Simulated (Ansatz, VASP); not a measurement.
# WSe2 in VASP and in Ansatz

```
W Se
1.0
     3.32779    0.00000    0.00000
    -1.66389    2.88195    0.00000
     0.00000    0.00000    6.80166
W Se
1 2
Direct
  0.00000 0.00000 0.00000
  0.33333 0.66667 0.24055
  0.33333 0.66667 0.75945
```

Alike in both runs: task single point; functional PBE; dispersion D3(BJ); k mesh 9 × 9 × 4; occupations gaussian, width 0.05 eV; no spin polarisation.

```csv
,VASP,Ansatz
version,VASP 6.6.1,Ansatz 0.2.0
potentials or method,"VASP PAW PBE potentials, release 64 (W_sv, Se), cutoff 520 eV","scalar-relativistic, plane waves, PAW"
valence electrons in the cell,26,46
```

```csv
,VASP,Ansatz,Ansatz less VASP
gap on the k mesh at the Fermi level (eV),1.03,1.04,+0.010
least direct gap on the mesh (eV),1.38,1.39,+0.004
pressure (GPa),1.1,0.8,-0.32
"traceless stress, the component that is largest in VASP (GPa)",4.44,4.36,-0.077
rms of the force components (eV/Å),0.257,0.234,-0.0236
```

Atom by atom the forces differ by 0.024 eV/Å (rms over components). VASP's potentials hold 26 valence electrons a cell and Ansatz's 46, so a difference there can come from the potentials and not from the codes.

Spin-orbit coupling is off throughout.
